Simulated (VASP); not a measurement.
# Te (Fd-3m) in VASP: further runs, part 2 of 2

VASP 6.6.1. The steps go on from the part before.

### 4 Single point, PBE (51.97 Å³/atom)

This run uses another cell than the first one, of 51.97 Å³/atom.

Contents of INCAR:

```
  ALGO = Normal
  EDIFF = 1E-6
  ENCUT = 500
  GGA = PE
  GGA_COMPAT = False
  ISIF = 2
  ISMEAR = -1
  LASPH = True
  LCHARG = False
  LREAL = False
  LWAVE = False
  NBANDS = 13
  NELM = 120
  PREC = Accurate
  SIGMA = 0.1
```

Contents of KPOINTS:

```
k-points
0
Gamma
  9 9 9
```

Contents of POSCAR:

```
Te
1.0
    0.0000000000      3.7317697170      3.7317697170
    3.7317697170      0.0000000000      3.7317697170
    3.7317697170      3.7317697170      0.0000000000
Te
2
Direct
    0.1250000000      0.1250000000      0.1250000000
    0.8750000000      0.8750000000      0.8750000000
```

Potentials or basis: VASP PAW PBE potentials, release 64 (Te).

Run with:

```bash
cat potpaw_PBE.64/Te/POTCAR > POTCAR
mpirun -np 1 vasp_std > vasp.out
```

OUTCAR:

```text
EDIFF = 1E-6
   ENCUT = 500
   GGA = PE
   ISIF = 2
   ISMEAR = -1
   LASPH = True
   LREAL = False
   NELM = 120
   PREC = Accurate

 ion  position               nearest neighbor table
   1  0.125  0.125  0.125-   2 3.23   2 3.23   2 3.23   2 3.23
   2  0.875  0.875  0.875-   1 3.23   1 3.23   1 3.23   1 3.23

  LATTYP: Found a face centered cubic cell.
 ALAT       =     7.4635394340

  Lattice vectors:

 A1 = (   0.0000000000,   3.7317697170,   3.7317697170)
 A2 = (   3.7317697170,   0.0000000000,   3.7317697170)
 A3 = (   3.7317697170,   3.7317697170,   0.0000000000)

Analysis of symmetry for initial positions (statically):
=====================================================================
 Subroutine PRICEL returns:
 Original cell was already a primitive cell.

 Routine SETGRP: Setting up the symmetry group for a
 face centered cubic supercell.

 Subroutine GETGRP returns: Found 48 space group operations
 (whereof 12 operations were pure point group operations)
 out of a pool of 48 trial point group operations.

The static configuration has the point symmetry D_3d.
 The point group associated with its full space group is O_h .

Analysis of symmetry for dynamics (positions and initial velocities):
=====================================================================
 Subroutine PRICEL returns:
 Original cell was already a primitive cell.

 Routine SETGRP: Setting up the symmetry group for a
 face centered cubic supercell.

 Subroutine GETGRP returns: Found 48 space group operations
 (whereof 12 operations were pure point group operations)
 out of a pool of 48 trial point group operations.

The dynamic configuration has the point symmetry D_3d.
 The point group associated with its full space group is O_h .

 Subroutine INISYM returns: Found 48 space group operations
 (whereof 12 operations are pure point group operations),
 and found     1 'primitive' translations

[... 120 lines left out ...]
   LHFCALC =     F    Hartree Fock is set to
   AEXX    =    0.0000 exact exchange contribution
   IVDW    =     0    specifies the selected vdW correction
   LEPSILON=     F    determine dielectric tensor
   LRPA    =     F    only Hartree local field effects (RPA)
 non-spin polarized calculation
  energy-cutoff  :      500.00
  volume of cell :      103.94
 maximum number of plane-waves:      2685
   NGX = 19   NGY = 19   NGZ = 19

 number of electron      11.9999999 magnetization

 Free energy of the ion-electron system (eV)
  ---------------------------------------------------
  ext. energy  EPLUGINS =         0.00000000
  ---------------------------------------------------
  free energy    TOTEN  =        -5.38962572 eV

  energy without entropy =       -5.31965116  energy(sigma->0) =       -5.35463844

 E-fermi :   2.2252     XC(G=0):  -7.0911

 val. band max:        2.2041536454   @ k =  -0.3333   0.2222   0.0000
 cond. band min:       2.2287810736   @ k =  -0.1111   0.1111   0.0000
 fundamental gap:      0.0246274282
 Fermi energy:         2.2252443924

 k-point     1 :       0.0000    0.0000    0.0000
  band No.  band energies     occupation
      1     -10.0618      2.00000
      2      -6.7154      2.00000
      3      -0.3860      2.00000
      4      -0.3860      2.00000
      5      -0.3860      2.00000
      6       1.7057      1.98898
      7       1.7057      1.98898
      8       1.7057      1.98898
      9       6.0440      0.00000
     10       8.3237      0.00000
     11       8.3237      0.00000
     12       9.7443      0.00000
     13       9.7443      0.00000
[... 354 lines left out ...]
  band No.  band energies     occupation
      1      -8.9590      2.00000
      2      -8.4157      2.00000
      3      -1.3922      2.00000
      4      -1.3922      2.00000
      5       0.7264      2.00000
      6       0.8712      2.00000
      7       3.7245      0.00000
      8       3.7245      0.00000
      9       6.9963      0.00000
     10       7.7545      0.00000
     11       9.9304      0.00000
     12       9.9304      0.00000
     13      10.1867      0.00000

 [... further k-points ...]

------------------------ aborting loop because EDIFF is reached ----------------------------------------

  FORCE on cell =-STRESS in cart. coord.  units (eV):
  Direction    XX          YY          ZZ          XY          YZ          ZX
  --------------------------------------------------------------------------------------
  -------------------------------------------------------------------------------------
  Total       -1.5302268     -1.5302268     -1.5302268     -0.0000000     -0.0000000     -0.0000000
  in kB      -23.5880416    -23.5880416    -23.5880416     -0.0000000     -0.0000000     -0.0000000
  external PRESSURE =     -23.5880416 kB  Pullay stress =       0.0000000 kB

 VOLUME and BASIS-vectors are now :
 -----------------------------------------------------------------------------
  energy-cutoff  :      500.00
  volume of cell :      103.94
      direct lattice vectors                 reciprocal lattice vectors
     0.000000000  3.731769717  3.731769717    -0.133984688  0.133984688  0.133984688
     3.731769717  0.000000000  3.731769717     0.133984688 -0.133984688  0.133984688
     3.731769717  3.731769717  0.000000000     0.133984688  0.133984688 -0.133984688

 POSITION                                       TOTAL-FORCE (eV/Angst)
 -----------------------------------------------------------------------------------
      0.93294      0.93294      0.93294         0.000000     -0.000000      0.000000
      6.53060      6.53060      6.53060        -0.000000      0.000000     -0.000000
 -----------------------------------------------------------------------------------
    total drift:                                0.000000      0.000000      0.000000

  FREE ENERGIE OF THE ION-ELECTRON SYSTEM (eV)
  ---------------------------------------------------
  free  energy   TOTEN  =        -5.3896257163 eV

  energy  without entropy=       -5.3196511563  energy(sigma->0) =       -5.35463844
```

It took 61 s on 1 thread of Intel Xeon 8259CL, shared host; peak memory 0.25 GiB.

What came out:

```yaml
Free_energy: -5.3896 eV
Pressure: -2.4 GPa
Band_gap_on_the_k_mesh: zero (bands 6 and 7 overlap by 0.78 eV)
```

Caveat: spin-orbit coupling is left out, which moves the levels of the heavy elements.

### 5 Relaxation of cell and atoms, PBE

This run uses another cell than the first one, of 38.93 Å³/atom.

Contents of INCAR:

```
SYSTEM = Te
  ALGO = Normal
  EDIFF = 1E-7
  EDIFFG = -0.01
  ENCUT = 500
  GGA = PE
  GGA_COMPAT = .FALSE.
  IBRION = 2
  ISIF = 3
  ISMEAR = -1
  LASPH = .TRUE.
  LCHARG = .FALSE.
  LREAL = .FALSE.
  LWAVE = .FALSE.
  NELM = 120
  NELMIN = 4
  NSW = 80
  PREC = Accurate
  SIGMA = 0.1
```

Contents of KPOINTS:

```
k-points
0
G
  8 8 8
  0 0 0
```

Contents of POSCAR:

```
Te
1.0
    0.0000000000      3.3891640866      3.3891640866
    3.3891640866      0.0000000000      3.3891640866
    3.3891640866      3.3891640866      0.0000000000
Te
2
Direct
    0.1250000000      0.1250000000      0.1250000000
    0.8750000000      0.8750000000      0.8750000000
```

Run with:

```bash
cat potpaw_PBE.64/Te/POTCAR > POTCAR
mpirun -np 1 vasp_std > vasp.out
```

Run time: 2.1 min. Hardware: 1 thread of Intel Xeon 8259CL, shared host; peak memory 0.22 GiB.

The run converged. Its results:

```
Free energy                           : -5.4811 eV
Relaxed volume                        : 46.34 Å³/atom
Relaxed cell                          : a = 5.080 Å, b = 5.080 Å, c = 5.080 Å, α = 60.00°, β = 60.00°, γ = 60.00°
Space group after relaxing (to 0.1 Å) : Fd-3m (No. 227)
Energy gained by relaxing             : 133.8 meV/atom
Ionic steps                           : 5
Pressure after relaxing               : 0.0 GPa
Band gap on the k mesh                : zero (bands 6 and 7 overlap by 0.92 eV)
```

The path:
```tsv
step	energy change (eV)	largest force (eV/Å)	pressure (GPa)	volume (Å³)
1	0.0000	0.0000	6.76	77.86
2	-0.2459	0.0000	-1.28	97.87
3	-0.2677	0.0000	0.05	92.52
4	-0.2677	0.0000	-0.04	92.83
5	-0.2677	0.0000	0.00	92.68
```

Final structure:
```xyz
2
Lattice="0.0000 3.5919 3.5919 3.5919 0.0000 3.5919 3.5919 3.5919 0.0000" Properties=species:S:1:pos:R:3 pbc="T T T"
Te    0.8980    0.8980    0.8980
Te    6.2858    6.2858    6.2858
```

Levels at points of the mesh, in eV from the Fermi level:
```tsv
k point	band 2	band 3	band 4	band 5	band 6	band 7	band 8	band 9	band 10
(0.00, 0.00, 0.00)	-8.71	-2.96	-2.96	-2.96	-0.67	-0.67	-0.67	3.70	5.96
(0.50, 0.00, 0.00)	-10.25	-3.54	-3.54	-3.42	0.25	0.25	1.49	5.53	5.63
(0.50, 0.50, 0.00)	-11.26	-4.16	-4.16	-1.59	-1.59	1.88	1.88	5.11	5.11
```

Caveat: the volume moved by over 15 % at a fixed basis, so the end points are rough; spin-orbit coupling is left out, which moves the levels of the heavy elements.

### 6 Single point, PBE

This run uses another cell than the first one, of 46.40 Å³/atom.

Contents of INCAR:

```
ALGO     = Normal         # electronic algorithm
EDIFF    = 1E-6           # SCF threshold, eV
ENCUT    = 500            # plane-wave cutoff, eV
GGA      = PE             # functional
GGA_COMPAT= F            
ISIF     = 2              # what is computed and relaxed
ISMEAR   = -1             # smearing method
LASPH    = T              # aspherical terms in the spheres
LCHARG   = T              # write CHGCAR
LELF     = T              # ELF
LREAL    = F              # projectors in reciprocal space
LVHAR    = T            
LWAVE    = F              # write WAVECAR
NBANDS   = 13             # bands
NELM     = 120            # most SCF steps
PREC     = Accurate       # precision mode
SIGMA    = 0.1            # smearing width, eV
```

Contents of KPOINTS:

```
k-points
0
Gamma
  13 13 13
```

Contents of POSCAR:

```
Te
1.0
    0.0000000000      3.5934270158      3.5934270158
    3.5934270158      0.0000000000      3.5934270158
    3.5934270158      3.5934270158      0.0000000000
Te
2
Direct
    0.1250000000      0.1250000000      0.1250000000
    0.8750000000      0.8750000000      0.8750000000
```

Potentials or basis: VASP PAW PBE potentials, release 64 (Te).

Run with:

```bash
cat potpaw_PBE.64/Te/POTCAR > POTCAR
mpirun -np 1 vasp_std > vasp.out
```

Wall time 2.3 min (1 thread of Intel Xeon 8259CL, shared host); peak memory 0.28 GiB.

It converged, with:

```yaml
Free_energy: -5.4816 eV
Pressure: 0.0 GPa
Band_gap_on_the_k_mesh: zero (bands 6 and 7 overlap by 0.91 eV)
```

Levels at points of the mesh, in eV from the Fermi level:
```csv
k point,band 3,band 4,band 5,band 6,band 7,band 8,band 9,band 10
"(0.00, 0.00, 0.00)",-2.95,-2.95,-2.95,-0.66,-0.66,-0.66,3.71,5.97
```

Caveat: spin-orbit coupling is left out, which moves the levels of the heavy elements.

### 7 Summary

```csv
task,cell,k mesh,gap on the mesh (eV),pressure (GPa)
single point,"a = 5.149 Å, angles 60.0°, 2 atoms",9 × 9 × 9,none,-1.0
single point,"a = 5.214 Å, angles 60.0°, 2 atoms",9 × 9 × 9,none,-1.7
single point,"a = 5.278 Å, angles 60.0°, 2 atoms",9 × 9 × 9,none,-2.4
relaxation of cell and atoms,"relaxed from a = 4.793 Å, angles 60.0°, 2 atoms",8 × 8 × 8,none,0.0
single point,"a = 5.082 Å, angles 60.0°, 2 atoms",13 × 13 × 13,none,0.0
```

Alike in all rows: level PBE; potentials or basis VASP PAW PBE potentials, release 64 (Te); no spin polarisation; cutoff (eV) 500; smearing fermi-dirac 0.1 eV.

Caveats: spin-orbit coupling is left out, which moves the levels of the heavy elements; the volume moved by over 15 % at a fixed basis, so the end points are rough (at least some runs).

Total energies depend on the potentials used, so only differences within one code and one set of settings carry meaning.
